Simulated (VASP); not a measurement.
Input of a VASP 6.6.1 run:

File INCAR:

```
PREC = Accurate ; ENCUT = 520
EDIFF = 1E-7 ; ISMEAR = -1
SIGMA = 0.1 ; LREAL = False
LASPH = True ; NELM = 80
ALGO = Normal ; ISIF = 2
LWAVE = False ; LCHARG = False
GGA = CA ; NBANDS = 24
```

The input KPOINTS:

```
regular mesh
0
Gamma
  9 9 13
```

The input POSCAR:

```
Ag
1.0
    4.6743270816      0.0000000000      0.0000000000
   -2.3371635408      4.0480859983      0.0000000000
    0.0000000000      0.0000000000      2.7994239185
Ag
3
Direct
    0.0000000000      0.0000000000      0.0000000000
    0.3333333333      0.6666666667      0.5000000000
    0.6666666667      0.3333333333      0.5000000000
```

Potentials or basis: VASP PAW LDA potentials, release 64 (Ag).

Run with:

```bash
$ cat potpaw_LDA.64/Ag/POTCAR > POTCAR
$ mpirun -np 1 vasp_std > vasp.out
```

(1) What does it give for the band gap on the k mesh?

(2) Predict the pressure.

Results:

(1) zero (an odd number of electrons rules out a gap without spin polarisation).

(2) -8.0 GPa.

Caveat: the cell stands under tension.
